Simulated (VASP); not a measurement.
# SiO2 (P4_2/mnm) in VASP: a series of runs

Runs on SiO2. Level: PBEsol. Tasks: single point.

Program: VASP 6.6.1. These are calculated values, not measurements. Logs are shortened: lines on timing, memory, paths and dates and some standing lists are left out, and cuts for length are marked.

### 1 The cell of the first run

Symmetry: P4_2/mnm, No. 136, tetragonal system. The conventional cell has a = 4.095 Å, b = 4.095 Å, c = 2.613 Å, α = 90.00°, β = 90.00°, γ = 90.00°. Si (site symmetry mmm) has 6 O at 1.72 to 1.78 Å within 2.3 Å. O (site symmetry m2m) has 3 Si at 1.72 to 1.78 Å and 1 O at 2.24 Å within 2.3 Å.

### 2 Single point, PBEsol (volume scaled by 0.94)

Input file INCAR:

```
PREC = Accurate ; ENCUT = 520
EDIFF = 1E-7 ; ISMEAR = -1
SIGMA = 0.03 ; LREAL = F
LASPH = T ; NELM = 80
ALGO = Normal ; ISIF = 2
LWAVE = F ; LCHARG = T
GGA = PS ; LELF = T
LVHAR = T ; NBANDS = 25
```

Input file KPOINTS:

```
Automatic mesh
0
Gamma
  6 6 9
```

Input file POSCAR:

```
SiO2
1.0
    4.0947678930      0.0000000000      0.0000000000
    0.0000000000      4.0947678930      0.0000000000
    0.0000000000      0.0000000000      2.6133398208
Si O
2 4
Direct
    0.0000000000      0.0000000000      0.0000000000
    0.5000000000      0.5000000000      0.5000000000
    0.3067000000      0.3067000000      0.0000000000
    0.1933000000      0.8067000000      0.5000000000
    0.6933000000      0.6933000000      0.0000000000
    0.8067000000      0.1933000000      0.5000000000
```

Potentials or basis: VASP PAW PBE potentials, release 64 (Si, O).

The run is started by

```
> cat potpaw_PBE.64/Si/POTCAR potpaw_PBE.64/O/POTCAR > POTCAR
> mpirun -np 1 vasp_std > vasp.out
```

OUTCAR:

```text
PREC = Accurate
   ENCUT = 520
   EDIFF = 1E-7
   ISMEAR = -1
   LREAL = F
   LASPH = T
   NELM = 80
   ISIF = 2
   GGA = PS

 ion  position               nearest neighbor table
   1  0.000  0.000  0.000-   4 1.72   6 1.72   4 1.72   6 1.72   5 1.78   3 1.78
   2  0.500  0.500  0.500-   3 1.72   5 1.72   3 1.72   5 1.72   4 1.78   6 1.78
   3  0.307  0.307  0.000-   2 1.72   2 1.72   1 1.78
   4  0.193  0.807  0.500-   1 1.72   1 1.72   2 1.78
   5  0.693  0.693  0.000-   2 1.72   2 1.72   1 1.78
   6  0.807  0.193  0.500-   1 1.72   1 1.72   2 1.78

  LATTYP: Found a simple tetragonal cell.
 ALAT       =     4.0947678930
 C/A-ratio  =     0.6382143968

  Lattice vectors:

 A1 = (   4.0947678930,   0.0000000000,   0.0000000000)
 A2 = (   0.0000000000,   4.0947678930,   0.0000000000)
 A3 = (   0.0000000000,   0.0000000000,   2.6133398208)

Analysis of symmetry for initial positions (statically):
=====================================================================
 Subroutine PRICEL returns:
 Original cell was already a primitive cell.

 Routine SETGRP: Setting up the symmetry group for a
 simple tetragonal supercell.

 Subroutine GETGRP returns: Found 16 space group operations
 (whereof  8 operations were pure point group operations)
 out of a pool of 16 trial point group operations.

The static configuration has the point symmetry D_2h.
 The point group associated with its full space group is D_4h.

Analysis of symmetry for dynamics (positions and initial velocities):
=====================================================================
 Subroutine PRICEL returns:
 Original cell was already a primitive cell.

 Routine SETGRP: Setting up the symmetry group for a
 simple tetragonal supercell.

 Subroutine GETGRP returns: Found 16 space group operations
 (whereof  8 operations were pure point group operations)
 out of a pool of 16 trial point group operations.

The dynamic configuration has the point symmetry D_2h.
 The point group associated with its full space group is D_4h.

 Subroutine INISYM returns: Found 16 space group operations
 (whereof  8 operations are pure point group operations),
 and found     1 'primitive' translations

----------------------------------------------------------------------------------------

                                     Primitive cell

  volume of cell :      43.8182

  direct lattice vectors                    reciprocal lattice vectors
     4.094767893  0.000000000  0.000000000     0.244214086  0.000000000  0.000000000
     0.000000000  4.094767893  0.000000000     0.000000000  0.244214086  0.000000000
     0.000000000  0.000000000  2.613339821     0.000000000  0.000000000  0.382652111

  length of vectors
     4.094767893  4.094767893  2.613339821     0.244214086  0.244214086  0.382652111

  position of ions in fractional coordinates (direct lattice)
     0.000000000  0.000000000  0.000000000
     0.500000000  0.500000000  0.500000000
     0.306700000  0.306700000  0.000000000
     0.193300000  0.806700000  0.500000000
     0.693300000  0.693300000  0.000000000
     0.806700000  0.193300000  0.500000000

  ion indices of the primitive-cell ions
   primitive index   ion index
                 1           1
                 2           2
                 3           3
                 4           4
                 5           5
                 6           6

----------------------------------------------------------------------------------------

 KPOINTS: Automatic mesh

Automatic generation of k-mesh.
 Grid dimensions read from file:
 generate k-points for:    6    6    9

 Generating k-lattice:

  Cartesian coordinates                     Fractional coordinates (reciprocal lattice)
     0.040702348  0.000000000  0.000000000     0.166666667  0.000000000  0.000000000
     0.000000000  0.040702348  0.000000000     0.000000000  0.166666667  0.000000000
     0.000000000  0.000000000  0.042516901     0.000000000  0.000000000  0.111111111

  Length of vectors
     0.040702348  0.040702348  0.042516901

  Shift w.r.t. Gamma in fractional coordinates (k-lattice)
     0.000000000  0.000000000  0.000000000

 Subroutine IBZKPT returns following result:
 ===========================================

 Found     50 irreducible k-points:

 Following reciprocal coordinates:
            Coordinates               Weight
  0.000000  0.000000  0.000000      1.000000
  0.166667  0.000000  0.000000      4.000000
  0.333333  0.000000  0.000000      4.000000
  0.500000  0.000000  0.000000      2.000000
  0.166667  0.166667  0.000000      4.000000
  0.333333  0.166667  0.000000      8.000000
[... 16 lines left out ...]
  0.333333  0.000000  0.222222      8.000000
  0.500000  0.000000  0.222222      4.000000
 [... further k-points ...]
   k-points           NKPTS =     50   k-points in BZ     NKDIM =     50   number of bands    NBANDS=     25
   number of dos      NEDOS =    301   number of ions     NIONS =      6
   total plane-waves  NPLWV =  18000
   dimension x,y,z NGX =    30 NGY =   30 NGZ =   20
   dimension x,y,z NGXF=    60 NGYF=   60 NGZF=   40
   ions per type =               2   4
   NGX,Y,Z   is equivalent  to a cutoff of  12.18, 12.18, 12.72 a.u.
   NGXF,Y,Z  is equivalent  to a cutoff of  24.36, 24.36, 25.45 a.u.
 SYSTEM =  unknown system
   PREC   = accura    normal or accurate (medium, high low for compatibility)
   ISTART =      0    job   : 0-new  1-cont  2-samecut
   ICHARG =      2    charge: 1-file 2-atom 10-const
   ISPIN  =      1    spin polarized calculation?
   LNONCOLLINEAR =      F non collinear calculations
   LSORBIT =      F    spin-orbit coupling
   LASPH  =      T    aspherical Exc in radial PAW
   ENCUT  =  520.0 eV  38.22 Ry    6.18 a.u.   7.61  7.61  4.86*2*pi/ulx,y,z
   NELM   =     80;   NELMIN=  2; NELMDL= -5     # of ELM steps
   EDIFF  = 0.1E-06   stopping-criterion for ELM
   LREAL  =      F    real-space projection
   EDIFFG = 0.1E-05   stopping-criterion for IOM
   NSW    =      0    number of steps for IOM
   IBRION =     -1    ionic relax: 0-MD 1-quasi-New 2-CG
   NFREE  =      0    steps in history (QN), initial steepest desc. (CG)
   ISIF   =      2    stress and relaxation
   ISYM   =      2    0-nonsym 1-usesym 2-fastsym
   POTIM  = 0.5000    time-step for ionic-motion
   TEBEG  =    0.0;   TEEND  =   0.0 temperature during run
   PSTRESS=    0.0 pullay stress
   NELECT =      32.0000    total number of electrons
   NUPDOWN=      -1.0000    fix difference up-down
   EMIN   =  10.00;   EMAX   =-10.00  energy-range for DOS
   EFERMI =   0.00;   METHOD = LEGACY
   ISMEAR =    -1;   SIGMA  =   0.03  broadening in eV -4-tet -1-fermi 0-gaus
   EFERMI_NEDOS =   21; number of points for ismear=-14 and -15
   IALGO  =     38    algorithm
   IMIX   =      4    mixing-type and parameters
     AMIX     =   0.40;   BMIX     =  1.00
     AMIX_MAG =   1.60;   BMIX_MAG =  1.00
  volume/ion in A,a.u.               =       7.30        49.28
  Fermi-wavevector in a.u.,A,eV,Ry     =   1.474257  2.785943 29.571379  2.173435
  Thomas-Fermi vector in A             =   2.589051
   LORBIT       =      0    0 simple, 1 ext, 2 COOP (PROOUT), +10 PAW based schemes
   GGA     = PS    functional components
   LHFCALC =     F    Hartree Fock is set to
   AEXX    =    0.0000 exact exchange contribution
   IVDW    =     0    specifies the selected vdW correction
   LEPSILON=     F    determine dielectric tensor
   LRPA    =     F    only Hartree local field effects (RPA)
 non-spin polarized calculation
  energy-cutoff  :      520.00
  volume of cell :       43.82
 maximum number of plane-waves:      1199
   NGX = 15   NGY = 15   NGZ =  9

 number of electron      32.0000005 magnetization

 Free energy of the ion-electron system (eV)
  ---------------------------------------------------
  ext. energy  EPLUGINS =         0.00000000
  ---------------------------------------------------
  free energy    TOTEN  =       -48.68958258 eV

  energy without entropy =      -48.68958258  energy(sigma->0) =      -48.68958258

 E-fermi :   9.6637     XC(G=0): -12.8465

 val. band max:        9.0205656282   @ k =   0.0000   0.0000   0.0000
 cond. band min:      15.7447564822   @ k =   0.0000   0.0000   0.0000
 fundamental gap:      6.7241908541
 Fermi energy:         9.6637146180

 k-point     1 :       0.0000    0.0000    0.0000
  band No.  band energies     occupation
      1     -14.2188      2.00000
      2     -10.1874      2.00000
      3     -10.1874      2.00000
      4      -9.9849      2.00000
      5      -2.2311      2.00000
      6       2.1387      2.00000
[... 17 lines left out ...]
     24      24.0315      0.00000
     25      25.2183      0.00000

 k-point     2 :       0.1667    0.0000    0.0000
  band No.  band energies     occupation
      1     -14.0616      2.00000
      2     -10.9622      2.00000
      3     -10.1053      2.00000
      4      -9.5452      2.00000
      5      -2.0620      2.00000
      6       1.3944      2.00000
[... 17 lines left out ...]
     24      23.3360      0.00000
     25      25.0704      0.00000

 k-point     3 :       0.3333    0.0000    0.0000
  band No.  band energies     occupation
      1     -13.6011      2.00000
      2     -11.9514      2.00000
      3      -9.8845      2.00000
      4      -9.4304      2.00000
      5      -1.5773      2.00000
      6       0.2261      2.00000
[... 17 lines left out ...]
     24      23.4860      0.00000
     25      24.5838      0.00000

 k-point     4 :       0.5000    0.0000    0.0000
  band No.  band energies     occupation
      1     -12.8736      2.00000
      2     -12.8736      2.00000
      3      -9.6087      2.00000
      4      -9.6087      2.00000
      5      -0.8023      2.00000
      6      -0.8023      2.00000
[... 17 lines left out ...]
     24      23.1339      0.00000
     25      24.3453      0.00000

 k-point     5 :       0.1667    0.1667    0.0000
  band No.  band energies     occupation
      1     -13.9082      2.00000
      2     -11.1718      2.00000
      3     -10.3059      2.00000
      4      -9.4239      2.00000
      5      -1.8516      2.00000
      6       1.3426      2.00000
[... 17 lines left out ...]
     24      23.0678      0.00000
     25      24.9064      0.00000

 k-point     6 :       0.3333    0.1667    0.0000
  band No.  band energies     occupation
      1     -13.4609      2.00000
      2     -11.9151      2.00000
      3     -10.1829      2.00000
      4      -9.5181      2.00000
      5      -1.2822      2.00000
      6       0.5141      2.00000
[... 17 lines left out ...]
     24      23.2206      0.00000
     25      24.4899      0.00000
[... 393 lines left out ...]
 k-point    21 :       0.0000    0.0000    0.2222
  band No.  band energies     occupation
      1     -13.5251      2.00000
      2      -9.9631      2.00000
      3      -9.8397      2.00000
      4      -9.8397      2.00000
      5      -2.0382      2.00000
      6       1.9408      2.00000
[... 17 lines left out ...]
     24      23.6943      0.00000
     25      23.7957      0.00000

 k-point    22 :       0.1667    0.0000    0.2222
  band No.  band energies     occupation
      1     -13.3778      2.00000
      2     -10.6034      2.00000
      3      -9.7816      2.00000
      4      -9.4869      2.00000
      5      -1.7669      2.00000
      6       1.4202      2.00000
[... 17 lines left out ...]
     24      23.2587      0.00000
     25      23.4473      0.00000

 k-point    23 :       0.3333    0.0000    0.2222
  band No.  band energies     occupation
      1     -12.9487      2.00000
      2     -11.4531      2.00000
      3      -9.6314      2.00000
      4      -9.3720      2.00000
      5      -1.0890      2.00000
      6       0.6301      2.00000
[... 17 lines left out ...]
     24      21.9551      0.00000
     25      23.2455      0.00000

 k-point    24 :       0.5000    0.0000    0.2222
  band No.  band energies     occupation
      1     -12.2799      2.00000
      2     -12.2799      2.00000
      3      -9.4592      2.00000
      4      -9.4592      2.00000
      5      -0.2554      2.00000
      6      -0.2554      2.00000
[... 17 lines left out ...]
     24      21.8681      0.00000
     25      23.2445      0.00000

 [... further k-points ...]

------------------------ aborting loop because EDIFF is reached ----------------------------------------

  FORCE on cell =-STRESS in cart. coord.  units (eV):
  Direction    XX          YY          ZZ          XY          YZ          ZX
  --------------------------------------------------------------------------------------
  -------------------------------------------------------------------------------------
  Total        7.1138182      7.1138182      9.0192841     -0.0000000      0.0000000      0.0000000
  in kB      260.1110983    260.1110983    329.7829385     -0.0000000      0.0000000      0.0000000
  external PRESSURE =     283.3350450 kB  Pullay stress =       0.0000000 kB

 VOLUME and BASIS-vectors are now :
 -----------------------------------------------------------------------------
  energy-cutoff  :      520.00
  volume of cell :       43.82
      direct lattice vectors                 reciprocal lattice vectors
     4.094767893  0.000000000  0.000000000     0.244214086  0.000000000  0.000000000
     0.000000000  4.094767893  0.000000000     0.000000000  0.244214086  0.000000000
     0.000000000  0.000000000  2.613339821     0.000000000  0.000000000  0.382652111

 POSITION                                       TOTAL-FORCE (eV/Angst)
 -----------------------------------------------------------------------------------
      0.00000      0.00000      0.00000         0.000000      0.000000      0.000000
      2.04738      2.04738      1.30667         0.000000      0.000000      0.000000
      1.25587      1.25587      0.00000        -0.510036     -0.510036      0.000000
      0.79152      3.30325      1.30667         0.510036     -0.510036      0.000000
      2.83890      2.83890      0.00000         0.510036      0.510036     -0.000000
      3.30325      0.79152      1.30667        -0.510036      0.510036     -0.000000
 -----------------------------------------------------------------------------------
    total drift:                               -0.000000     -0.000000      0.000000

  FREE ENERGIE OF THE ION-ELECTRON SYSTEM (eV)
  ---------------------------------------------------
  free  energy   TOTEN  =       -48.6895825786 eV

  energy  without entropy=      -48.6895825786  energy(sigma->0) =      -48.68958258
```

Run time: 20 s. Hardware: 1 thread of Intel Xeon 6975P-C (Granite Rapids), shared host; peak memory 0.16 GiB.

What came out:

- Free energy: -48.6896 eV
- Pressure: 28.3 GPa
- Largest force: 0.721 eV/Å
- Band gap on the k mesh: 6.72 eV, direct

Forces on the atoms (eV/Å):
```
Si   0.000  0.000  0.000
Si   0.000  0.000  0.000
O   -0.510 -0.510  0.000
O    0.510 -0.510  0.000
O    0.510  0.510  0.000
O   -0.510  0.510  0.000
```

Levels at points of the mesh, in eV from the valence-band top:
```
           k point  band 14  band 15  band 16  band 17  band 18  band 19
(0.00, 0.00, 0.00)    -0.91    -0.91     0.00     6.72     6.73     8.89
(0.50, 0.00, 0.00)    -2.85    -1.16    -1.16     8.42     8.42     9.45
(0.50, 0.50, 0.00)    -2.80    -2.52    -2.52     8.03     8.03    10.50
```

Caveat: the PAW data sets were made with another functional, which shifts forces and pressure a little. A k mesh can miss the band edges.

[end of part 1 of 2]
